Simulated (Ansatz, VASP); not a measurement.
## Ag: VASP beside Ansatz

```
CELL_PARAMETERS angstrom
5.28326 0.00000 0.00000
0.00000 5.28326 0.00000
0.00000 0.00000 5.28326
ATOMIC_POSITIONS crystal
Ag 0.50000 0.50000 0.50000
Ag 0.00000 0.00000 0.00000
Ag 0.25000 0.00000 0.50000
Ag 0.50000 0.25000 0.00000
Ag 0.50000 0.75000 0.00000
Ag 0.75000 0.00000 0.50000
Ag 0.00000 0.50000 0.75000
Ag 0.00000 0.50000 0.25000
```

Alike in both runs: functional PBE; k mesh 8 × 8 × 8; occupations gaussian, width 0.1 eV; no spin polarisation.

Ansatz relaxed the structure, and its values are those at the end. VASP's run is a single point on that final structure, the one shown.

|  | VASP | Ansatz |
| --- | --- | --- |
| version | VASP 6.6.1 | Ansatz 0.2.0 |
| potentials or method | VASP PAW PBE potentials, release 64 (Ag), cutoff 520 eV | scalar-relativistic, plane waves, PAW |
| valence electrons in the cell | 88 | 152 |

```csv
,VASP,Ansatz,Ansatz less VASP
gap on the k mesh at the Fermi level (eV),none,none,-
pressure (GPa),-0.1,0.0,+0.09
```

A gap of «none» marks a metal or a gap that the smearing closes. With one functional, cell and mesh, what is left measures potentials, basis and numerics. VASP's potentials hold 88 valence electrons a cell and Ansatz's 152, so a difference there can come from the potentials and not from the codes.
